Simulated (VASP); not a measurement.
# BaTiO3 (Pm-3m) in VASP: further runs

BaTiO3 is run at these levels: r2SCAN+U; tasks: single point.

Everything below comes from runs of VASP 6.6.1. Logs are shortened: lines on timing, memory, paths and dates and some standing lists are left out, and cuts for length are marked.

## 1. The cell of the first run

The structure is cubic, space group Pm-3m (No. 221). The conventional cell has a = 3.653 Å, b = 3.653 Å, c = 3.653 Å, α = 90.00°, β = 90.00°, γ = 90.00°. Ba (site symmetry m-3m) has 12 O at 2.58 Å and 8 Ti at 3.16 Å within 3.4 Å. Ti (site symmetry m-3m) has 6 O at 1.83 Å within 2.4 Å. O (site symmetry 4/mmm) has 2 Ti at 1.83 Å within 2.4 Å.

## 2. Single point, r2SCAN+U

Contents of POSCAR:

```
BaTiO3
1.0
    3.6529885986      0.0000000000      0.0000000000
    0.0000000000      2.5830530097      2.5830530097
    0.0000000000     -2.5830530097      2.5830530097
Ba Ti O
1 1 3
Direct
    0.0000000000     -0.0040200000     -0.0040200000
    0.5000000000      0.4959800000      0.4959800000
    0.5000000000      0.9959800000      0.4959800000
    0.5000000000      0.4959800000      0.9959800000
    0.0000000000      0.4959800000      0.4959800000
```

Contents of INCAR.step1:

```
PREC = Accurate
ENCUT = 910
ISMEAR = 0
SIGMA = 0.02
LREAL = False
LASPH = True
NELM = 200
LMAXMIX = 4
LDAU = True
LDAUTYPE = 2
LDAUL = -1 2 -1
LDAUU = 0 4 0
LDAUJ = 0 0 0
NBANDS = 28
GGA = PE
ALGO = Normal
EDIFF = 1E-5
LWAVE = True
LCHARG = False
GGA_COMPAT = False
```

Contents of INCAR.step2:

```
PREC = Accurate
ENCUT = 910
EDIFF = 1E-6
ISMEAR = 0
SIGMA = 0.02
LREAL = False
LASPH = True
NELM = 200
ALGO = Normal
ISIF = 2
LWAVE = False
LCHARG = True
LMAXMIX = 4
LDAU = True
LDAUTYPE = 2
LDAUL = -1 2 -1
LDAUU = 0 4 0
LDAUJ = 0 0 0
LDAUPRINT = 1
METAGGA = R2SCAN
LMIXTAU = True
LELF = True
LVHAR = True
NBANDS = 28
ISTART = 1
GGA_COMPAT = False
```

Contents of KPOINTS:

```
regular mesh
0
Gamma
  6 6 6
```

Potentials or basis: VASP PAW PBE potentials, release 64 (Ba_sv, Ti_sv, O_h).

Command:

```console
cat potpaw_PBE.64/Ba_sv/POTCAR potpaw_PBE.64/Ti_sv/POTCAR potpaw_PBE.64/O_h/POTCAR > POTCAR
cp INCAR.step1 INCAR
mpirun -np 1 vasp_std > vasp.out
cp INCAR.step2 INCAR
mpirun -np 1 vasp_std > vasp.out
```

OUTCAR:

```text
PREC = Accurate
   ENCUT = 910
   EDIFF = 1E-6
   ISMEAR = 0
   LREAL = False
   LASPH = True
   NELM = 200
   ISIF = 2
   METAGGA = R2SCAN
   ISTART = 1

 ion  position               nearest neighbor table
   1  0.000  0.996  0.996-   3 2.58   4 2.58   3 2.58   4 2.58   3 2.58   4 2.58   3 2.58   4 2.58
                             5 2.58   5 2.58   5 2.58   5 2.58   2 3.16   2 3.16   2 3.16   2 3.16
   2  0.500  0.496  0.496-   5 1.83   5 1.83   3 1.83   4 1.83   3 1.83   4 1.83   1 3.16   1 3.16
                             1 3.16   1 3.16   1 3.16   1 3.16   1 3.16   1 3.16
   3  0.500  0.996  0.496-   2 1.83   2 1.83   1 2.58   1 2.58   1 2.58   1 2.58
   4  0.500  0.496  0.996-   2 1.83   2 1.83   1 2.58   1 2.58   1 2.58   1 2.58
   5  0.000  0.496  0.496-   2 1.83   2 1.83   1 2.58   1 2.58   1 2.58   1 2.58

  LATTYP: Found a simple cubic cell.
 ALAT       =     3.6529885986

  Lattice vectors:

 A1 = (   3.6529885986,   0.0000000000,   0.0000000000)
 A2 = (   0.0000000000,   2.5830530097,   2.5830530097)
 A3 = (   0.0000000000,  -2.5830530097,   2.5830530097)

Analysis of symmetry for initial positions (statically):
=====================================================================
 Subroutine PRICEL returns:
 Original cell was already a primitive cell.

 Routine SETGRP: Setting up the symmetry group for a
 simple cubic supercell.

 Subroutine GETGRP returns: Found 48 space group operations
 (whereof  4 operations were pure point group operations)
 out of a pool of 48 trial point group operations.

The static configuration has the point symmetry C_2v.
 The point group associated with its full space group is O_h .

Analysis of symmetry for dynamics (positions and initial velocities):
=====================================================================
 Subroutine PRICEL returns:
 Original cell was already a primitive cell.

 Routine SETGRP: Setting up the symmetry group for a
 simple cubic supercell.

 Subroutine GETGRP returns: Found 48 space group operations
 (whereof  4 operations were pure point group operations)
 out of a pool of 48 trial point group operations.

The dynamic configuration has the point symmetry C_2v.
 The point group associated with its full space group is O_h .

 Subroutine INISYM returns: Found 48 space group operations
 (whereof  4 operations are pure point group operations),
 and found     1 'primitive' translations

----------------------------------------------------------------------------------------

                                     Primitive cell

  volume of cell :      48.7467

  direct lattice vectors                    reciprocal lattice vectors
     3.652988599  0.000000000  0.000000000     0.273748459  0.000000000  0.000000000
     0.000000000  2.583053010  2.583053010     0.000000000  0.193569392  0.193569392
     0.000000000 -2.583053010  2.583053010     0.000000000 -0.193569392  0.193569392

  length of vectors
     3.652988599  3.652988599  3.652988599     0.273748459  0.273748459  0.273748459

  position of ions in fractional coordinates (direct lattice)
     0.000000000  0.995980000  0.995980000
     0.500000000  0.495980000  0.495980000
     0.500000000  0.995980000  0.495980000
     0.500000000  0.495980000  0.995980000
     0.000000000  0.495980000  0.495980000

  ion indices of the primitive-cell ions
   primitive index   ion index
                 1           1
                 2           2
                 3           3
                 4           4
                 5           5

----------------------------------------------------------------------------------------

 KPOINTS: regular mesh

Automatic generation of k-mesh.
 Grid dimensions read from file:
 generate k-points for:    6    6    6

 Generating k-lattice:
[... 50 lines left out ...]
   ICHARG =      0    charge: 1-file 2-atom 10-const
   ISPIN  =      1    spin polarized calculation?
   LNONCOLLINEAR =      F non collinear calculations
   LSORBIT =      F    spin-orbit coupling
   LASPH  =      T    aspherical Exc in radial PAW
   ENCUT  =  910.0 eV  66.88 Ry    8.18 a.u.   8.99  8.99  8.99*2*pi/ulx,y,z
   NELM   =    200;   NELMIN=  2; NELMDL=  0     # of ELM steps
   EDIFF  = 0.1E-05   stopping-criterion for ELM
   LREAL  =      F    real-space projection
   EDIFFG = 0.1E-04   stopping-criterion for IOM
   NSW    =      0    number of steps for IOM
   IBRION =     -1    ionic relax: 0-MD 1-quasi-New 2-CG
   NFREE  =      0    steps in history (QN), initial steepest desc. (CG)
   ISIF   =      2    stress and relaxation
   ISYM   =      2    0-nonsym 1-usesym 2-fastsym
   POTIM  = 0.5000    time-step for ionic-motion
   TEBEG  =    0.0;   TEEND  =   0.0 temperature during run
   PSTRESS=    0.0 pullay stress
   NELECT =      40.0000    total number of electrons
   NUPDOWN=      -1.0000    fix difference up-down
   EMIN   =  10.00;   EMAX   =-10.00  energy-range for DOS
   EFERMI =   0.00;   METHOD = LEGACY
   ISMEAR =     0;   SIGMA  =   0.02  broadening in eV -4-tet -1-fermi 0-gaus
   EFERMI_NEDOS =   21; number of points for ismear=-14 and -15
   IALGO  =     38    algorithm
   IMIX   =      4    mixing-type and parameters
     AMIX     =   0.40;   BMIX     =  1.00
     AMIX_MAG =   1.60;   BMIX_MAG =  1.00
  volume/ion in A,a.u.               =       9.75        65.79
  Fermi-wavevector in a.u.,A,eV,Ry     =   1.532662  2.896312 31.960822  2.349054
  Thomas-Fermi vector in A             =   2.639837
   LORBIT       =      0    0 simple, 1 ext, 2 COOP (PROOUT), +10 PAW based schemes
 LDA+U is selected, type is set to LDAUTYPE =  2
   angular momentum for each species LDAUL =    -1    2   -1
   U (eV)           for each species LDAUU =   0.0  4.0  0.0
   J (eV)           for each species LDAUJ =   0.0  0.0  0.0
   METAGGA = R2SCAN    functional components
   LHFCALC =     F    Hartree Fock is set to
   AEXX    =    0.0000 exact exchange contribution
   IVDW    =     0    specifies the selected vdW correction
   LEPSILON=     F    determine dielectric tensor
   LRPA    =     F    only Hartree local field effects (RPA)
 non-spin polarized calculation
 Gauss-broadening in eV      SIGMA  =   0.02
  energy-cutoff  :      910.00
  volume of cell :       48.75
 maximum number of plane-waves:      3068
 NGX is ok and might be reduce to    36
   NGX = 17   NGY = 17   NGZ = 17

atom =   2  type =  2  l = 2

 onsite density matrix

spin component  1

  0.1159 -0.0000  0.0000  0.0000  0.0000
 -0.0000  0.3116 -0.0000 -0.0000 -0.0000
  0.0000 -0.0000  0.1648  0.0000 -0.0847
  0.0000 -0.0000  0.0000  0.1159  0.0000
  0.0000 -0.0000 -0.0847  0.0000  0.2627

spin component  2

  0.1159 -0.0000  0.0000  0.0000  0.0000
 -0.0000  0.3116 -0.0000 -0.0000 -0.0000
  0.0000 -0.0000  0.1648  0.0000 -0.0847
  0.0000 -0.0000  0.0000  0.1159  0.0000
  0.0000 -0.0000 -0.0847  0.0000  0.2627

 occupancies and eigenvectors

  o =  0.1159  v =  1.0000  0.0000  0.0000  0.0000  0.0000  0.0000  0.0000  0.0000  0.0000  0.0000      0.0000  0.0000  0.0000  0.0000  0.0000  0.0000  0.0000  0.0000  0.0000  0.0000
  o =  0.1159  v =  0.0000  0.0000  0.0000  0.0000  0.0000  1.0000  0.0000  0.0000  0.0000  0.0000      0.0000  0.0000  0.0000  0.0000  0.0000  0.0000  0.0000  0.0000  0.0000  0.0000
  o =  0.1159  v =  0.0000 -0.0000  0.0000  1.0000  0.0000  0.0000  0.0000  0.0000  0.0000  0.0000      0.0000  0.0000  0.0000  0.0000  0.0000  0.0000  0.0000  0.0000  0.0000  0.0000
  o =  0.1159  v =  0.0000  0.0000  0.0000  0.0000  0.0000  0.0000 -0.0000  0.0000  1.0000  0.0000      0.0000  0.0000  0.0000  0.0000  0.0000  0.0000  0.0000  0.0000  0.0000  0.0000
  o =  0.1159  v =  0.0000 -0.0000  0.8660 -0.0000  0.5000  0.0000  0.0000  0.0000  0.0000  0.0000      0.0000  0.0000  0.0000  0.0000  0.0000  0.0000  0.0000  0.0000  0.0000  0.0000
  o =  0.1159  v =  0.0000  0.0000  0.0000  0.0000  0.0000  0.0000 -0.0000  0.8660 -0.0000  0.5000      0.0000  0.0000  0.0000  0.0000  0.0000  0.0000  0.0000  0.0000  0.0000  0.0000
  o =  0.3116  v =  0.0000  0.0000  0.5000 -0.0000 -0.8660  0.0000  0.0000  0.0000  0.0000  0.0000      0.0000  0.0000  0.0000  0.0000  0.0000  0.0000  0.0000  0.0000  0.0000  0.0000
  o =  0.3116  v =  0.0000  0.0000  0.0000  0.0000  0.0000  0.0000  0.0000  0.5000 -0.0000 -0.8660      0.0000  0.0000  0.0000  0.0000  0.0000  0.0000  0.0000  0.0000  0.0000  0.0000
  o =  0.3116  v =  0.0000  0.0000  0.0000  0.0000  0.0000  0.0000 -1.0000  0.0000 -0.0000 -0.0000      0.0000  0.0000  0.0000  0.0000  0.0000  0.0000  0.0000  0.0000  0.0000  0.0000
  o =  0.3116  v =  0.0000 -1.0000  0.0000 -0.0000 -0.0000  0.0000  0.0000  0.0000  0.0000  0.0000      0.0000  0.0000  0.0000  0.0000  0.0000  0.0000  0.0000  0.0000  0.0000  0.0000

 number of electron      40.0000002 magnetization

 Free energy of the ion-electron system (eV)
  ---------------------------------------------------
  ext. energy  EPLUGINS =         0.00000000
  ---------------------------------------------------
  free energy    TOTEN  =       -67.68227351 eV

  energy without entropy =      -67.68227351  energy(sigma->0) =      -67.68227351

 E-fermi :   6.9744     XC(G=0): -13.5606

 val. band max:        6.7612765658   @ k =   0.0000   0.0000   0.0000
 cond. band min:       9.8473548919   @ k =   0.0000   0.0000   0.0000
 fundamental gap:      3.0860783261
 Fermi energy:         6.9744280246

 k-point     1 :       0.0000    0.0000    0.0000
  band No.  band energies     occupation
      1     -51.8490      2.00000
      2     -27.2029      2.00000
      3     -27.2024      2.00000
      4     -27.2024      2.00000
      5     -18.7614      2.00000
      6     -11.6856      2.00000
[... 609 lines left out ...]
     27      18.1869      0.00000
     28      18.1877      0.00000

------------------------ aborting loop because EDIFF is reached ----------------------------------------

  FORCE on cell =-STRESS in cart. coord.  units (eV):
  Direction    XX          YY          ZZ          XY          YZ          ZX
  --------------------------------------------------------------------------------------
  -------------------------------------------------------------------------------------
  Total       30.2045534     30.2045534     30.2045534     -0.0000000     -0.0000000     -0.0000000
  in kB      992.7457838    992.7457838    992.7457838     -0.0000000     -0.0000000     -0.0000000
  external PRESSURE =     992.7457838 kB  Pullay stress =       0.0000000 kB

 VOLUME and BASIS-vectors are now :
 -----------------------------------------------------------------------------
  energy-cutoff  :      910.00
  volume of cell :       48.75
      direct lattice vectors                 reciprocal lattice vectors
     3.652988599  0.000000000  0.000000000     0.273748459  0.000000000  0.000000000
     0.000000000  2.583053010  2.583053010     0.000000000  0.193569392  0.193569392
     0.000000000 -2.583053010  2.583053010     0.000000000 -0.193569392  0.193569392

 POSITION                                       TOTAL-FORCE (eV/Angst)
 -----------------------------------------------------------------------------------
      0.00000      0.00000      5.14534         0.000000      0.000000     -0.000000
      1.82649      0.00000      2.56229         0.000000      0.000000     -0.000000
      1.82649      1.29153      3.85381         0.000000     -0.000000      0.000000
      1.82649     -1.29153      3.85381         0.000000     -0.000000     -0.000000
      0.00000      0.00000      2.56229         0.000000      0.000000      0.000000
 -----------------------------------------------------------------------------------
    total drift:                                0.000000      0.000004     -0.000184

  FREE ENERGIE OF THE ION-ELECTRON SYSTEM (eV)
  ---------------------------------------------------
  free  energy   TOTEN  =       -67.6822735105 eV

  energy  without entropy=      -67.6822735105  energy(sigma->0) =      -67.68227351
```

Run time: 2.5 min. Hardware: 1 thread of Intel Xeon Platinum 8259CL at 2.50GHz (Skylake/Cascade Lake), shared host; peak memory 0.25 GiB.

Results:

* Free energy: -67.6823 eV
* Pressure: 99.3 GPa
* Band gap on the k mesh: 3.09 eV

Eigenvalues of the final occupation matrices:
| site | spin | trace | eigenvalues |
| --- | --- | --- | --- |
| site 2 d | 1 | 0.97 | 0.12 0.12 0.12 0.31 0.31 |
| site 2 d | 2 | 0.97 | 0.12 0.12 0.12 0.31 0.31 |

Caveat: the cutoff is under 1.25 times the usual one of these potentials, so pressure, stress and relaxed cells hold a basis-set (Pulay) error; the cell stands under pressure; the PAW data sets were made with another functional, which shifts forces and pressure a little; spin-orbit coupling is left out, which moves the levels of the heavy elements.

## 3. Single point, r2SCAN+U

This run uses another cell than the first one, of 10.66 Å³/atom.

POSCAR, as its differences from that of step 2:

```diff
@@ -2,5 +2,5 @@
 1.0
-    3.6529885986      0.0000000000      0.0000000000
-    0.0000000000      2.5830530097      2.5830530097
-    0.0000000000     -2.5830530097      2.5830530097
+    3.7636721791      0.0000000000      0.0000000000
+    0.0000000000      2.6613181200      2.6613181200
+    0.0000000000     -2.6613181200      2.6613181200
 Ba Ti O
```

Contents of INCAR.step1:

```
PREC = Accurate ; ENCUT = 910
ISMEAR = 0 ; SIGMA = 0.02
LREAL = False ; LASPH = True
NELM = 200 ; LMAXMIX = 4
LDAU = True ; LDAUTYPE = 2
LDAUL = -1 2 -1 ; LDAUU = 0 4 0
LDAUJ = 0 0 0 ; NBANDS = 28
GGA = PE ; ALGO = Normal
EDIFF = 1E-5 ; LWAVE = True
LCHARG = False ; GGA_COMPAT = False
```

Contents of INCAR.step2:

```
PREC = Accurate ; ENCUT = 910
EDIFF = 1E-6 ; ISMEAR = 0
SIGMA = 0.02 ; LREAL = False
LASPH = True ; NELM = 200
ALGO = Normal ; ISIF = 2
LWAVE = False ; LCHARG = False
LMAXMIX = 4 ; LDAU = True
LDAUTYPE = 2 ; LDAUL = -1 2 -1
LDAUU = 0 4 0 ; LDAUJ = 0 0 0
LDAUPRINT = 1 ; METAGGA = R2SCAN
LMIXTAU = True ; NBANDS = 28
ISTART = 1 ; GGA_COMPAT = False
```

KPOINTS is that of step 2.

Potentials or basis: VASP PAW PBE potentials, release 64 (Ba_sv, Ti_sv, O_h).

Command:

```console
cat potpaw_PBE.64/Ba_sv/POTCAR potpaw_PBE.64/Ti_sv/POTCAR potpaw_PBE.64/O_h/POTCAR > POTCAR
cp INCAR.step1 INCAR
mpirun -np 1 vasp_std > vasp.out
cp INCAR.step2 INCAR
mpirun -np 1 vasp_std > vasp.out
```

Wall time 2 min (1 thread of Intel Xeon 6975P-C (Granite Rapids), shared host); peak memory 0.3 GiB.

Results (log left out):

```
Free energy            : -69.8844 eV
Pressure               : 57.0 GPa
Band gap on the k mesh : 3.09 eV
```

Levels at points of the mesh, in eV from the valence-band top:
| k point | band 17 | band 18 | band 19 | band 20 | band 21 | band 22 | band 23 | band 24 |
| --- | --- | --- | --- | --- | --- | --- | --- | --- |
| (0.00, 0.00, 0.00) | -1.53 | 0.00 | 0.00 | 0.00 | 3.09 | 3.09 | 3.09 | 5.44 |
| (0.50, 0.00, 0.00) | -1.94 | -1.94 | -0.81 | -0.81 | 3.39 | 5.44 | 5.44 | 5.64 |
| (0.50, 0.50, 0.00) | -1.81 | -0.75 | -0.75 | -0.18 | 5.47 | 5.47 | 5.99 | 6.81 |
| (0.50, 0.50, 0.50) | -2.09 | -0.06 | -0.06 | -0.06 | 6.41 | 6.41 | 6.41 | 8.25 |

Eigenvalues of the final occupation matrices:
| site | spin | trace | eigenvalues |
| --- | --- | --- | --- |
| site 2 d | 1 | 0.88 | 0.11 0.11 0.11 0.28 0.28 |
| site 2 d | 2 | 0.88 | 0.11 0.11 0.11 0.28 0.28 |

Caveat: the cutoff is under 1.25 times the usual one of these potentials, so pressure, stress and relaxed cells hold a basis-set (Pulay) error; the cell stands under pressure; the PAW data sets were made with another functional, which shifts forces and pressure a little; spin-orbit coupling is left out, which moves the levels of the heavy elements.
